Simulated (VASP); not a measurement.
# RbBr (Pm-3m) in VASP: settings compared

The runs below take RbBr through single point, with LDA, PBE, r2SCAN.

Everything below comes from runs of VASP 6.6.1. Logs are shortened: lines on timing, memory, paths and dates and some standing lists are left out, and cuts for length are marked.

## (1) The cell of the first run

The structure is cubic, space group Pm-3m (No. 221). The conventional cell has a = 4.128 Å, b = 4.128 Å, c = 4.128 Å, α = 90.00°, β = 90.00°, γ = 90.00°. Rb (site symmetry m-3m) has 8 Br at 3.57 Å and 6 Rb at 4.13 Å within 4.7 Å. Br (site symmetry m-3m) has 8 Rb at 3.57 Å and 6 Br at 4.13 Å within 4.7 Å.

## (2) Single point, LDA

The input, INCAR:

```
ALGO = Normal ; EDIFF = 1E-6
ENCUT = 520 ; ISIF = 2
ISMEAR = 0 ; LASPH = True
LCHARG = False ; LREAL = False
LWAVE = False ; NBANDS = 15
NELM = 100 ; PREC = Accurate
SIGMA = 0.01
```

The input, KPOINTS:

```
k-points
0
Gamma
  4 4 4
```

The input, POSCAR:

```
RbBr
1.0
    4.1279266164      0.0000000000      0.0000000000
    0.0000000000      4.1279266164      0.0000000000
    0.0000000000      0.0000000000      4.1279266164
Rb Br
1 1
Direct
    0.0000000000      0.0000000000      0.0000000000
    0.5000000000      0.5000000000      0.5000000000
```

Potentials or basis: VASP PAW LDA potentials, release 64 (Rb_sv, Br).

Command:

```
$ cat potpaw_LDA.64/Rb_sv/POTCAR potpaw_LDA.64/Br/POTCAR > POTCAR
$ mpirun -np 1 vasp_std > vasp.out
```

OUTCAR:

```text
EDIFF = 1E-6
   ENCUT = 520
   ISIF = 2
   ISMEAR = 0
   LASPH = True
   LREAL = False
   NELM = 100
   PREC = Accurate

 ion  position               nearest neighbor table
   1  0.000  0.000  0.000-   2 3.57   2 3.57   2 3.57   2 3.57   2 3.57   2 3.57   2 3.57   2 3.57

   2  0.500  0.500  0.500-   1 3.57   1 3.57   1 3.57   1 3.57   1 3.57   1 3.57   1 3.57   1 3.57

  LATTYP: Found a simple cubic cell.
 ALAT       =     4.1279266164

  Lattice vectors:

 A1 = (   4.1279266164,   0.0000000000,   0.0000000000)
 A2 = (   0.0000000000,   4.1279266164,   0.0000000000)
 A3 = (   0.0000000000,   0.0000000000,   4.1279266164)

Analysis of symmetry for initial positions (statically):
=====================================================================
 Subroutine PRICEL returns:
 Original cell was already a primitive cell.

 Routine SETGRP: Setting up the symmetry group for a
 simple cubic supercell.

 Subroutine GETGRP returns: Found 48 space group operations
 (whereof 48 operations were pure point group operations)
 out of a pool of 48 trial point group operations.

The static configuration has the point symmetry O_h .

Analysis of symmetry for dynamics (positions and initial velocities):
=====================================================================
 Subroutine PRICEL returns:
 Original cell was already a primitive cell.

 Routine SETGRP: Setting up the symmetry group for a
 simple cubic supercell.

 Subroutine GETGRP returns: Found 48 space group operations
 (whereof 48 operations were pure point group operations)
 out of a pool of 48 trial point group operations.

The dynamic configuration has the point symmetry O_h .

 Subroutine INISYM returns: Found 48 space group operations
 (whereof 48 operations are pure point group operations),
 and found     1 'primitive' translations

----------------------------------------------------------------------------------------

                                     Primitive cell

  volume of cell :      70.3390

  direct lattice vectors                    reciprocal lattice vectors
     4.127926616  0.000000000  0.000000000     0.242252369  0.000000000  0.000000000
     0.000000000  4.127926616  0.000000000     0.000000000  0.242252369  0.000000000
     0.000000000  0.000000000  4.127926616     0.000000000  0.000000000  0.242252369

  length of vectors
     4.127926616  4.127926616  4.127926616     0.242252369  0.242252369  0.242252369

[... 75 lines left out ...]
   PSTRESS=    0.0 pullay stress
   NELECT =      16.0000    total number of electrons
   NUPDOWN=      -1.0000    fix difference up-down
   EMIN   =  10.00;   EMAX   =-10.00  energy-range for DOS
   EFERMI =   0.00;   METHOD = LEGACY
   ISMEAR =     0;   SIGMA  =   0.01  broadening in eV -4-tet -1-fermi 0-gaus
   EFERMI_NEDOS =   21; number of points for ismear=-14 and -15
   IALGO  =     38    algorithm
   IMIX   =      4    mixing-type and parameters
     AMIX     =   0.40;   BMIX     =  1.00
     AMIX_MAG =   1.60;   BMIX_MAG =  1.00
  volume/ion in A,a.u.               =      35.17       237.34
  Fermi-wavevector in a.u.,A,eV,Ry     =   0.999347  1.888491 13.588055  0.998694
  Thomas-Fermi vector in A             =   2.131631
   LORBIT       =      0    0 simple, 1 ext, 2 COOP (PROOUT), +10 PAW based schemes
   GGA     = CA    functional components
   LHFCALC =     F    Hartree Fock is set to
   AEXX    =    0.0000 exact exchange contribution
   IVDW    =     0    specifies the selected vdW correction
   LEPSILON=     F    determine dielectric tensor
   LRPA    =     F    only Hartree local field effects (RPA)
 non-spin polarized calculation
 Gauss-broadening in eV      SIGMA  =   0.01
  energy-cutoff  :      520.00
  volume of cell :       70.34
 maximum number of plane-waves:      1924
 NGX is ok and might be reduce to    32
   NGX = 15   NGY = 15   NGZ = 15

 number of electron      16.0000002 magnetization

 Free energy of the ion-electron system (eV)
  ---------------------------------------------------
  ext. energy  EPLUGINS =         0.00000000
  ---------------------------------------------------
  free energy    TOTEN  =        -6.66430115 eV

  energy without entropy =       -6.66430115  energy(sigma->0) =       -6.66430115

 E-fermi :  -0.7346     XC(G=0):  -8.3976

 val. band max:       -0.8596971369   @ k =   0.5000   0.5000   0.0000
 cond. band min:       2.8212379636   @ k =   0.0000   0.0000   0.0000
 fundamental gap:      3.6809351005
 Fermi energy:        -0.7346228349

 k-point     1 :       0.0000    0.0000    0.0000
  band No.  band energies     occupation
      1     -25.8128      2.00000
      2     -13.5069      2.00000
      3      -9.8580      2.00000
      4      -9.8580      2.00000
      5      -9.8580      2.00000
      6      -1.0183      2.00000
      7      -1.0183      2.00000
      8      -1.0183      2.00000
      9       2.8212      0.00000
     10       4.4419      0.00000
     11       4.4419      0.00000
     12       8.9377      0.00000
     13       8.9377      0.00000
     14       8.9377      0.00000
[... 149 lines left out ...]
      2     -13.2067      2.00000
      3     -10.0969      2.00000
      4     -10.0969      2.00000
      5     -10.0969      2.00000
      6      -2.2447      2.00000
      7      -2.2447      2.00000
      8      -2.2447      2.00000
      9       7.0743      0.00000
     10       7.0743      0.00000
     11       7.0743      0.00000
     12       8.2986      0.00000
     13       8.2986      0.00000
     14       8.2986      0.00000
     15      11.2736      0.00000

------------------------ aborting loop because EDIFF is reached ----------------------------------------

  FORCE on cell =-STRESS in cart. coord.  units (eV):
  Direction    XX          YY          ZZ          XY          YZ          ZX
  --------------------------------------------------------------------------------------
  -------------------------------------------------------------------------------------
  Total       -0.8456781     -0.8456781     -0.8456781      0.0000000     -0.0000000     -0.0000000
  in kB      -19.2628154    -19.2628154    -19.2628154      0.0000000     -0.0000000     -0.0000000
  external PRESSURE =     -19.2628154 kB  Pullay stress =       0.0000000 kB

 VOLUME and BASIS-vectors are now :
 -----------------------------------------------------------------------------
  energy-cutoff  :      520.00
  volume of cell :       70.34
      direct lattice vectors                 reciprocal lattice vectors
     4.127926616  0.000000000  0.000000000     0.242252369  0.000000000  0.000000000
     0.000000000  4.127926616  0.000000000     0.000000000  0.242252369  0.000000000
     0.000000000  0.000000000  4.127926616     0.000000000  0.000000000  0.242252369

 POSITION                                       TOTAL-FORCE (eV/Angst)
 -----------------------------------------------------------------------------------
      0.00000      0.00000      0.00000         0.000000      0.000000      0.000000
      2.06396      2.06396      2.06396         0.000000      0.000000      0.000000
 -----------------------------------------------------------------------------------
    total drift:                                0.000000      0.000000     -0.000000

  FREE ENERGIE OF THE ION-ELECTRON SYSTEM (eV)
  ---------------------------------------------------
  free  energy   TOTEN  =        -6.6643011475 eV

  energy  without entropy=       -6.6643011475  energy(sigma->0) =       -6.66430115
```

OSZICAR:

```text
N       E                     dE             d eps       ncg     rms          rms(c)
DAV:   1     0.796213347616E+02    0.79621E+02   -0.72028E+03   300   0.954E+02
DAV:   2    -0.170711902463E+01   -0.81328E+02   -0.77515E+02   437   0.164E+02
DAV:   3    -0.677955149038E+01   -0.50724E+01   -0.50574E+01   349   0.436E+01
DAV:   4    -0.690306771152E+01   -0.12352E+00   -0.12348E+00   464   0.632E+00
DAV:   5    -0.690365755344E+01   -0.58984E-03   -0.58984E-03   384   0.458E-01    0.260E+00
DAV:   6    -0.670625301996E+01    0.19740E+00   -0.15989E-01   356   0.219E+00    0.175E+00
DAV:   7    -0.666697895931E+01    0.39274E-01   -0.70616E-02   356   0.154E+00    0.873E-01
DAV:   8    -0.666446011676E+01    0.25188E-02   -0.11271E-02   401   0.547E-01    0.114E-01
DAV:   9    -0.666428003212E+01    0.18008E-03   -0.58892E-04   377   0.122E-01    0.485E-02
DAV:  10    -0.666430116984E+01   -0.21138E-04   -0.93705E-05   388   0.614E-02    0.778E-03
DAV:  11    -0.666430114751E+01    0.22330E-07   -0.28598E-06   427   0.107E-02
   1 F= -.66643011E+01 E0= -.66643011E+01  d E =-.304199E-71
```

stdout:

```text
POSCAR found type information on POSCAR RbBr
 POSCAR found :  2 types and       2 ions
 scaLAPACK will be used
 LDA part: xc-table for (Slater(with rela. corr.)+CA(PZ))
 , standard interpolation
 POSCAR, INCAR and KPOINTS ok, starting setup
 FFT: planning ... GRIDC
 FFT: planning ... GRID_SOFT
 FFT: planning ... GRID
 WAVECAR not read
 entering main loop
```

Run time: 6.1 s. Hardware: 1 thread of Intel Xeon 6975P-C (Granite Rapids), shared host; peak memory 0.15 GiB.

Results:

| Property | Result |
| --- | --- |
| Free energy | -6.6643 eV |
| Pressure | -1.9 GPa |
| Band gap on the k mesh | 3.68 eV, indirect (least direct gap 3.84 eV) |

A k mesh can miss the band edges.

## (3) Single point, PBE

The input, INCAR:

```
PREC = Accurate ; ENCUT = 520
EDIFF = 1E-6 ; ISMEAR = 0
SIGMA = 0.01 ; LREAL = False
LASPH = True ; NELM = 100
ALGO = Normal ; ISIF = 2
LWAVE = False ; LCHARG = False
GGA = PE ; NBANDS = 15
```

The input, KPOINTS:

```
Automatic mesh
0
Gamma
  4 4 4
```

POSCAR is that of step 2.

Potentials or basis: VASP PAW PBE potentials, release 64 (Rb_sv, Br).

Command:

```
$ cat potpaw_PBE.64/Rb_sv/POTCAR potpaw_PBE.64/Br/POTCAR > POTCAR
$ mpirun -np 1 vasp_std > vasp.out
```

Wall time 6.8 s (1 thread of Intel Xeon 6975P-C (Granite Rapids), shared host); peak memory 0.17 GiB.

It converged, with:

- Free energy: -5.9937 eV
- Pressure: 0.8 GPa
- Band gap on the k mesh: 4.07 eV, indirect (least direct gap 4.23 eV)

Levels at points of the mesh, in eV from the valence-band top:
```
           k point  band 5  band 6  band 7  band 8  band 9  band 10  band 11  band 12
(0.00, 0.00, 0.00)   -9.09   -0.15   -0.15   -0.15    4.07     5.58     5.58     9.92
(0.50, 0.00, 0.00)   -9.05   -1.72   -0.23   -0.23    6.88     7.09     7.63     8.71
(0.50, 0.50, 0.00)   -9.01   -1.05   -1.05    0.00    5.31     6.22     7.96     7.96
(0.50, 0.50, 0.50)   -9.32   -1.33   -1.33   -1.33    8.23     8.23     8.23     9.35
```

## (4) Single point, r2SCAN

POSCAR is that of step 3.

The input, INCAR.step1:

```
SYSTEM = RbBr
ALGO = Normal
EDIFF = 1E-4
ENCUT = 520
GGA = PE
ISMEAR = 0
LASPH = .TRUE.
LCHARG = .FALSE.
LREAL = .FALSE.
LWAVE = .TRUE.
NBANDS = 15
NELM = 60
PREC = Accurate
SIGMA = 0.01
```

The input, INCAR.step2:

```
SYSTEM = RbBr
ALGO = Normal
EDIFF = 1E-6
ENCUT = 520
ISIF = 2
ISMEAR = 0
ISTART = 1
LASPH = .TRUE.
LCHARG = .FALSE.
LMIXTAU = .TRUE.
LREAL = .FALSE.
LWAVE = .FALSE.
METAGGA = R2SCAN
NBANDS = 15
NELM = 60
PREC = Accurate
SIGMA = 0.01
```

The input, KPOINTS:

```
k-points
0
G
  4 4 4
  0 0 0
```

Command:

```
$ cat potpaw_PBE.64/Rb_sv/POTCAR potpaw_PBE.64/Br/POTCAR > POTCAR
$ cp INCAR.step1 INCAR
$ mpirun -np 1 vasp_std > vasp.out
$ cp INCAR.step2 INCAR
$ mpirun -np 1 vasp_std > vasp.out
```

Run time: 25 s. Hardware: 1 thread of Intel Xeon 6975P-C (Granite Rapids), shared host; peak memory 0.18 GiB.

Results (log left out):

| Item | Value |
| --- | --- |
| Free energy | -31.1083 eV |
| Pressure | 0.0 GPa |
| Band gap on the k mesh | 4.83 eV, indirect (least direct gap 4.98 eV) |

Levels at points of the mesh, in eV from the valence-band top:
| k point | band 4 | band 5 | band 6 | band 7 | band 8 | band 9 | band 10 | band 11 | band 12 | band 13 |
| --- | --- | --- | --- | --- | --- | --- | --- | --- | --- | --- |
| (0.00, 0.00, 0.00) | -9.33 | -9.33 | -0.15 | -0.15 | -0.15 | 4.83 | 6.12 | 6.12 | 10.72 | 10.72 |
| (0.50, 0.00, 0.00) | -9.28 | -9.28 | -1.70 | -0.22 | -0.22 | 7.45 | 7.80 | 8.36 | 9.36 | 10.65 |
| (0.50, 0.50, 0.00) | -9.64 | -9.25 | -1.06 | -1.06 | 0.00 | 5.93 | 6.91 | 8.67 | 8.67 | 11.60 |
| (0.50, 0.50, 0.50) | -9.55 | -9.55 | -1.34 | -1.34 | -1.34 | 8.87 | 8.87 | 8.87 | 10.15 | 10.15 |

Caveat: the PAW data sets were made with another functional, which shifts forces and pressure a little. r2SCAN opens gaps a little over a GGA but as a rule still falls short of measured ones.

## (5) Overview

```csv
level,potentials or basis,gap on the mesh (eV),pressure (GPa)
LDA,"VASP PAW LDA potentials, release 64 (Rb_sv, Br)",3.68,-1.9
PBE,"VASP PAW PBE potentials, release 64 (Rb_sv, Br)",4.07,0.8
r2SCAN,"VASP PAW PBE potentials, release 64 (Rb_sv, Br)",4.83,0.0
```

Alike in all rows: task single point; no spin polarisation; cell as given; k mesh 4 × 4 × 4; cutoff (eV) 520; smearing gaussian 0.01 eV.

Caveats: the PAW data sets were made with another functional, which shifts forces and pressure a little (some runs).

Absolute energies hang on the potentials; compare differences alone.
